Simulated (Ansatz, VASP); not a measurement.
Ti in VASP and in Ansatz

Contents of INCAR:

```
  ALGO = Normal
  EDIFF = 1E-7
  ENCUT = 520
  GGA = PE
  ISIF = 2
  ISMEAR = 1
  LASPH = T
  LCHARG = T
  LELF = T
  LREAL = F
  LVHAR = T
  LWAVE = F
  NBANDS = 19
  NELM = 60
  PREC = Accurate
  SIGMA = 1.0
```

File KPOINTS:

```
k-points
0
Gamma
  12 12 7
```

The input POSCAR:

```
Ti
1.0
    2.9390756844      0.0000000000      0.0000000000
   -1.4695378422      2.5453142064      0.0000000000
    0.0000000000      0.0000000000      4.6559893251
Ti
2
Direct
    0.3333333333      0.6666666667      0.2500000000
    0.6666666667      0.3333333333      0.7500000000
```

Input for Ansatz:

```yaml
crystal:
  lattice:
    - [2.9390756844, 0.0, 0.0]
    - [-1.4695378422, 2.5453142064, 0.0]
    - [0.0, 0.0, 4.6559893251]
  atoms:
    - { symbol: Ti, position: [0.3333333333, 0.6666666667, 0.25] }
    - { symbol: Ti, position: [0.6666666667, 0.3333333333, 0.75] }
hamiltonian:
  xc: pbe
  pseudopotentials:
    kind: paw
    azcp:
      Ti: "pseudopotentials/Ti.paw.azcp"
basis:
  ecutwfc: 420
  fft_grid_basis: typed
kpoints:
  mp_grid: { grid: [12, 12, 7], shift: [0, 0, 0] }
magnetization:
  spin_polarized: false
scf:
  occupations: { method: methfessel_paxton, width: 1.0 }
  lower_state_search: "off"
output:
  stress: true
  write_density: true
  write_potential: true
  elf: true
  volumetric_format: npy
```

Alike in both runs: task single point; functional PBE; k mesh 12 × 12 × 7; occupations methfessel-paxton of order 1, width 1 eV; no spin polarisation.

```csv
,VASP,Ansatz
version,VASP 6.6.1,Ansatz 0.2.0
potentials or method,"VASP PAW PBE potentials, release 64 (Ti_sv), cutoff 520 eV","plane waves (420 eV) with PAW, scalar-relativistic"
valence electrons in the cell,24,24
```

|  | VASP | Ansatz | Ansatz less VASP |
| --- | --- | --- | --- |
| pressure (GPa) | -0.5 | -0.2 | +0.27 |
| traceless stress, the component that is largest in VASP (GPa) | 0.64 | 0.64 | 0.000 |
